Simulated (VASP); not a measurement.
A run of VASP 6.6.1 is set up as follows.

File INCAR:

```
  ALGO = Normal
  EDIFF = 1E-6
  ENCUT = 500
  GGA = PE
  GGA_COMPAT = False
  ISIF = 2
  ISMEAR = 0
  LASPH = True
  LCHARG = False
  LREAL = False
  LWAVE = False
  NBANDS = 26
  NELM = 120
  PREC = Accurate
  SIGMA = 0.1
```

KPOINTS

```
k-points
0
Gamma
  4 4 4
```

Contents of POSCAR:

```
NbAs
1.0
   -1.7258500000      1.7258500000      5.8400000000
    1.7258500000     -1.7258500000      5.8400000000
    1.7258500000      1.7258500000     -5.8400000000
Nb As
2 2
Direct
    0.7500000000      0.7500000000      0.0000000000
    0.5000000000      0.0000000000      0.5000000000
    0.1660000000      0.1660000000      0.0000000000
    0.9160000000      0.4160000000      0.5000000000
```

Potentials or basis: VASP PAW PBE potentials, release 64 (Nb_sv, As).

Run with:

```console
$ cat potpaw_PBE.64/Nb_sv/POTCAR potpaw_PBE.64/As/POTCAR > POTCAR
$ mpirun -np 1 vasp_std > vasp.out
```

**Question.** Estimate the largest force.

**Answer.** 0.287 eV/Å.

**Question.** What does it give for the pressure?

**Answer.** 3.7 GPa.

Forces on the atoms (eV/Å):
```
Nb   0.000  0.000 -0.287
Nb   0.000  0.000 -0.287
As   0.000  0.000  0.287
As   0.000  0.000  0.287
```

Caveat: the k points lie up to 0.64 Å⁻¹ apart.
